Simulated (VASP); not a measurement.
Here is a VASP 6.6.1 calculation.

File INCAR:

```
  PREC = Accurate
  ENCUT = 600
  EDIFF = 1E-6
  ISMEAR = 0
  SIGMA = 0.1
  LREAL = False
  LASPH = True
  NELM = 150
  ALGO = Normal
  ISIF = 3
  LWAVE = False
  LCHARG = False
  ISPIN = 2
  MAGMOM = 0.76 0.12
  LORBIT = 11
  LMAXMIX = 4
  GGA = PS
  IBRION = 2
  NSW = 70
  EDIFFG = -0.008
  PSTRESS = 100.0
```

The input KPOINTS:

```
Automatic mesh
0
Gamma
  18 18 18
```

File POSCAR:

```
NiO
1.0
    0.0000000000      2.0145573574      2.0145573574
    2.0145573574      0.0000000000      2.0145573574
    2.0145573574      2.0145573574      0.0000000000
Ni O
1 1
Direct
    0.0000000000      0.0000000000      0.0000000000
    0.5000000000      0.5000000000      0.5000000000
```

Potentials or basis: VASP PAW PBE potentials, release 64 (Ni, O).

Run with:

```bash
$ cat potpaw_PBE.64/Ni/POTCAR potpaw_PBE.64/O/POTCAR > POTCAR
$ mpirun -np 1 vasp_std > vasp.out
```

Task: Estimate the net moment.

Result: 0.72 μB per cell.

Task: Estimate the site moments.

Result: Ni +0.61; O +0.09 μB.

Task: Predict the relaxed volume.

Result: 8.28 Å³/atom.

Step by step:
| step | energy change (eV) | largest force (eV/Å) | pressure (GPa) | volume (Å³) |
| --- | --- | --- | --- | --- |
| 1 | 0.0000 | 0.0000 | 13.66 | 16.35 |
| 2 | -0.0276 | 0.0000 | 6.34 | 16.80 |
| 3 | -0.0159 | 0.0000 | 10.06 | 16.57 |

Caveat: the cell is relaxed towards a set pressure, so the enthalpy falls and the energy may rise; the PAW data sets were made with another functional, which shifts forces and pressure a little; a cell with one magnetic atom can't hold antiferromagnetic order, which such compounds often take.
